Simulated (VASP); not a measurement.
# AlN (P1) in VASP: single point with PBE

Aim: the single point of AlN with PBE.

Program: VASP 6.6.1. These are calculated values, not measurements. Logs are shortened: lines on timing, memory, paths and dates and some standing lists are left out, and cuts for length are marked.

## Step 1: The cell of the first run

The typed cell holds 8 atoms: a = 3.130 Å, b = 3.130 Å, c = 10.041 Å, α = 89.11°, β = 88.21°, γ = 60.00°.

## Step 2: Single point, PBE

File INCAR:

```
SYSTEM = AlN
ALGO = Normal
EDIFF = 1E-7
ENCUT = 520
GGA = PE
ISIF = 2
ISMEAR = 0
LASPH = .True.
LCHARG = .True.
LELF = .True.
LREAL = .False.
LVHAR = .True.
LWAVE = .False.
NBANDS = 26
NELM = 60
PREC = Accurate
SIGMA = 0.05
```

File KPOINTS:

```
k-points
0
Gamma
  8 8 3
  0 0 0
```

File POSCAR:

```
AlN
1.0
   -3.1302395629      0.0000000000      0.0000000000
   -1.5651197814     -2.7108669814      0.0000000000
   -0.3130239563      0.0000000000     10.0359593112
Al N
4 4
Direct
    0.2428718975      0.3333333333      0.9046143587
    0.2928718975      0.3333333333      0.4046143587
    0.6512052308      0.6666666667      0.1546143587
    0.6012052308      0.6666666667      0.6546143587
    0.3237947692      0.3333333333      0.0953856413
    0.2737947692      0.3333333333      0.5953856413
    0.6321281025      0.6666666667      0.3453856413
    0.5821281025      0.6666666667      0.8453856413
```

Potentials or basis: VASP PAW PBE potentials, release 64 (Al, N).

The run is started by

```sh
$ cat potpaw_PBE.64/Al/POTCAR potpaw_PBE.64/N/POTCAR > POTCAR
$ mpirun -np 1 vasp_std > vasp.out
```

OUTCAR:

```text
SYSTEM = AlN
   EDIFF = 1E-7
   ENCUT = 520
   GGA = PE
   ISIF = 2
   ISMEAR = 0
   LASPH = .True.
   LREAL = .False.
   NELM = 60
   PREC = Accurate

 ion  position               nearest neighbor table
   1  0.243  0.333  0.905-   8 1.90   8 1.90   8 1.90   5 1.94   3 2.95   4 3.09   4 3.09   4 3.09
                             3 3.11   3 3.26
   2  0.293  0.333  0.405-   7 1.90   7 1.90   7 1.90   6 1.91   3 3.09   4 3.09   3 3.09   4 3.09
                             4 3.09   3 3.09
   3  0.651  0.667  0.155-   5 1.90   5 1.90   5 1.90   7 1.91   1 2.95   2 3.09   2 3.09   2 3.09
                             1 3.11   1 3.26
   4  0.601  0.667  0.655-   6 1.90   6 1.90   6 1.90   8 1.91   2 3.09   1 3.09   1 3.09   2 3.09
                             2 3.09   1 3.09
   5  0.324  0.333  0.095-   3 1.90   3 1.90   3 1.90   1 1.94
   6  0.274  0.333  0.595-   4 1.90   4 1.90   4 1.90   2 1.91
   7  0.632  0.667  0.345-   2 1.90   2 1.90   2 1.90   3 1.91
   8  0.582  0.667  0.845-   1 1.90   1 1.90   1 1.90   4 1.91

  LATTYP: Found a base centered monoclinic cell.
 ALAT       =     3.1302395629
 B/A-ratio  =     1.7320508076
 C/A-ratio  =     3.2076905197
 COS(beta)  =    -0.0311750773

  Lattice vectors:

 A1 = (   1.5651197815,  -2.7108669814,   0.0000000000)
 A2 = (   1.5651197814,   2.7108669814,   0.0000000000)
 A3 = (  -0.3130239563,   0.0000000000,  10.0359593112)

Analysis of symmetry for initial positions (statically):
=====================================================================
 Subroutine PRICEL returns:
 Original cell was already a primitive cell.

 Routine SETGRP: Setting up the symmetry group for a
 base centered monoclinic supercell.

 Subroutine GETGRP returns: Found  1 space group operations
 (whereof  1 operations were pure point group operations)
 out of a pool of  4 trial point group operations.

The static configuration has the point symmetry C_1 .

Analysis of symmetry for dynamics (positions and initial velocities):
=====================================================================
 Subroutine PRICEL returns:
 Original cell was already a primitive cell.

 Routine SETGRP: Setting up the symmetry group for a
 base centered monoclinic supercell.

 Subroutine GETGRP returns: Found  1 space group operations
 (whereof  1 operations were pure point group operations)
 out of a pool of  4 trial point group operations.

The dynamic configuration has the point symmetry C_1 .

 Subroutine INISYM returns: Found  1 space group operations
[... 109 lines left out ...]
   EDIFF  = 0.1E-06   stopping-criterion for ELM
   LREAL  =      F    real-space projection
   EDIFFG = 0.1E-05   stopping-criterion for IOM
   NSW    =      0    number of steps for IOM
   IBRION =     -1    ionic relax: 0-MD 1-quasi-New 2-CG
   NFREE  =      0    steps in history (QN), initial steepest desc. (CG)
   ISIF   =      2    stress and relaxation
   ISYM   =      2    0-nonsym 1-usesym 2-fastsym
   POTIM  = 0.5000    time-step for ionic-motion
   TEBEG  =    0.0;   TEEND  =   0.0 temperature during run
   PSTRESS=    0.0 pullay stress
   NELECT =      32.0000    total number of electrons
   NUPDOWN=      -1.0000    fix difference up-down
   EMIN   =  10.00;   EMAX   =-10.00  energy-range for DOS
   EFERMI =   0.00;   METHOD = LEGACY
   ISMEAR =     0;   SIGMA  =   0.05  broadening in eV -4-tet -1-fermi 0-gaus
   EFERMI_NEDOS =   21; number of points for ismear=-14 and -15
   IALGO  =     38    algorithm
   IMIX   =      4    mixing-type and parameters
     AMIX     =   0.40;   BMIX     =  1.00
     AMIX_MAG =   1.60;   BMIX_MAG =  1.00
  volume/ion in A,a.u.               =      10.65        71.84
  Fermi-wavevector in a.u.,A,eV,Ry     =   1.181345  2.232418 18.987951  1.395575
  Thomas-Fermi vector in A             =   2.317620
   LORBIT       =      0    0 simple, 1 ext, 2 COOP (PROOUT), +10 PAW based schemes
   GGA     = PE    functional components
   LHFCALC =     F    Hartree Fock is set to
   AEXX    =    0.0000 exact exchange contribution
   IVDW    =     0    specifies the selected vdW correction
   LEPSILON=     F    determine dielectric tensor
   LRPA    =     F    only Hartree local field effects (RPA)
 non-spin polarized calculation
 Gauss-broadening in eV      SIGMA  =   0.05
  energy-cutoff  :      520.00
  volume of cell :       85.16
 maximum number of plane-waves:      2311
   NGX = 11   NGY = 11   NGZ = 37

 number of electron      32.0000000 magnetization

 Free energy of the ion-electron system (eV)
  ---------------------------------------------------
  ext. energy  EPLUGINS =         0.00000000
  ---------------------------------------------------
  free energy    TOTEN  =       -59.44702400 eV

  energy without entropy =      -59.44702400  energy(sigma->0) =      -59.44702400

 E-fermi :   6.2973     XC(G=0): -10.8308

 val. band max:        6.0609489080   @ k =   0.0000   0.0000   0.0000
 cond. band min:       9.9690855072   @ k =   0.0000   0.0000   0.0000
 fundamental gap:      3.9081365991
 Fermi energy:         6.2973263307

 k-point     1 :       0.0000    0.0000    0.0000
  band No.  band energies     occupation
      1      -9.0965      2.00000
      2      -8.2345      2.00000
      3      -8.2265      2.00000
      4      -7.0095      2.00000
      5       0.0685      2.00000
      6       2.6640      2.00000
[... 685 lines left out ...]
     25      16.6947      0.00000
     26      17.2759      0.00000

 [... further k-points ...]
[... 5 lines left out ...]
  --------------------------------------------------------------------------------------
  -------------------------------------------------------------------------------------
  Total       -0.5232643     -0.1379635     -0.0412668      0.2502268      0.0676851      1.6687166
  in kB       -9.8443496     -2.5955539     -0.7763654      4.7076019      1.2733827     31.3941324
  external PRESSURE =      -4.4054230 kB  Pullay stress =       0.0000000 kB

 VOLUME and BASIS-vectors are now :
 -----------------------------------------------------------------------------
  energy-cutoff  :      520.00
  volume of cell :       85.16
      direct lattice vectors                 reciprocal lattice vectors
    -3.130239563  0.000000000  0.000000000    -0.319464367  0.184442838 -0.009964170
    -1.565119781 -2.710866981  0.000000000     0.000000000 -0.368885676  0.000000000
    -0.313023956  0.000000000 10.035959311     0.000000000  0.000000000  0.099641695

 POSITION                                       TOTAL-FORCE (eV/Angst)
 -----------------------------------------------------------------------------------
     -1.56512     -0.90362      9.07867        -0.564066      0.052045      0.082278
     -1.56512     -0.90362      4.06069         0.008476     -0.000017     -0.012229
     -3.13024     -1.80724      1.55170         0.127656     -0.046650      0.113899
     -3.13024     -1.80724      6.56968        -0.026663     -0.006023     -0.017230
     -1.56512     -0.90362      0.95729         0.566807      0.054031     -0.141280
     -1.56512     -0.90362      5.97527        -0.000572     -0.002148      0.007341
     -3.13024     -1.80724      3.46628         0.019158      0.004651      0.011182
     -3.13024     -1.80724      8.48426        -0.130797     -0.055890     -0.043960
 -----------------------------------------------------------------------------------
    total drift:                               -0.000214      0.000002     -0.000016

  FREE ENERGIE OF THE ION-ELECTRON SYSTEM (eV)
  ---------------------------------------------------
  free  energy   TOTEN  =       -59.4470239956 eV

  energy  without entropy=      -59.4470239956  energy(sigma->0) =      -59.44702400
```

Wall time 80 s (1 thread of Intel Xeon Platinum 8559C (Emerald Rapids), shared host); peak memory 0.3 GiB.

Results:

- Free energy: -59.4470 eV
- Pressure: -0.4 GPa
- Largest force: 0.587 eV/Å
- Band gap on the k mesh: 3.91 eV, direct

Forces in eV/Å, atoms in the order of the input:
```
Al  -0.564  0.052  0.082
Al   0.008  0.000 -0.012
Al   0.128 -0.047  0.114
Al  -0.027 -0.006 -0.017
N    0.567  0.054 -0.141
N   -0.001 -0.002  0.007
N    0.019  0.005  0.011
N   -0.131 -0.056 -0.044
```

Stress tensor (GPa, compression positive):
```
-0.98  0.47  3.14
 0.47 -0.26  0.13
 3.14  0.13 -0.08
```
